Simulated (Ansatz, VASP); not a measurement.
# Two plane-wave programs on Br

INCAR

```
SYSTEM = Br
ALGO = Normal
EDIFF = 1E-7
ENCUT = 520
GGA = CA
ISIF = 2
ISMEAR = 0
LASPH = .True.
LCHARG = .True.
LELF = .True.
LREAL = .False.
LVHAR = .True.
LWAVE = .False.
NBANDS = 22
NELM = 80
PREC = Accurate
SIGMA = 0.1
```

File KPOINTS:

```
k-points
0
Gamma
  9 9 4
  0 0 0
```

POSCAR

```
Br
1.0
    3.3280929616     -1.9517224565      0.0000000000
    3.3280929616      1.9517224565      0.0000000000
    0.0000000000      0.0000000000      8.4732333614
Br
4
Direct
    0.8406697304      0.1593302696      0.1209213125
    0.6593302696      0.3406697304      0.6209213125
    0.1593302696      0.8406697304      0.8790786875
    0.3406697304      0.6593302696      0.3790786875
```

Input for Ansatz:

```yaml
crystal:
  lattice:
    - [3.3280929616, -1.9517224565, 0.0]
    - [3.3280929616, 1.9517224565, 0.0]
    - [0.0, 0.0, 8.4732333614]
  atoms:
    - { symbol: Br, position: [0.8406697304, 0.1593302696, 0.1209213125] }
    - { symbol: Br, position: [0.6593302696, 0.3406697304, 0.6209213125] }
    - { symbol: Br, position: [0.1593302696, 0.8406697304, 0.8790786875] }
    - { symbol: Br, position: [0.3406697304, 0.6593302696, 0.3790786875] }
hamiltonian:
  xc: lda
  pseudopotentials:
    kind: paw
    azcp:
      Br: "pseudopotentials/Br.paw.azcp"
basis:
  ecutwfc: 420
  fft_grid_basis: typed
kpoints:
  mp_grid: { grid: [9, 9, 4], shift: [0, 0, 0] }
magnetization:
  spin_polarized: false
scf:
  occupations: { method: gaussian, width: 0.1 }
  lower_state_search: "off"
output:
  stress: true
  write_density: true
  write_potential: true
  elf: true
  volumetric_format: npy
```

Alike in both runs: task single point; functional LDA; k mesh 9 × 9 × 4; occupations gaussian, width 0.1 eV; no spin polarisation.

|  | VASP | Ansatz |
| --- | --- | --- |
| version | VASP 6.6.1 | Ansatz 0.2.0 |
| potentials or method | VASP PAW LDA potentials, release 64 (Br), cutoff 520 eV | plane waves (420 eV) with PAW, scalar-relativistic |
| valence electrons in the cell | 28 | 28 |

|  | VASP | Ansatz | Ansatz less VASP |
| --- | --- | --- | --- |
| gap on the k mesh at the Fermi level (eV) | 1.01 | 1.01 | +0.002 |
| pressure (GPa) | 0.0 | 0.0 | -0.08 |
| traceless stress, the component that is largest in VASP (GPa) | 0.07 | 0.07 | +0.001 |

Ansatz warns that its potentials were made for another functional, while VASP's fit it. LDA's correlation is that of Perdew and Zunger in VASP and of Perdew and Wang (1992) in Ansatz.
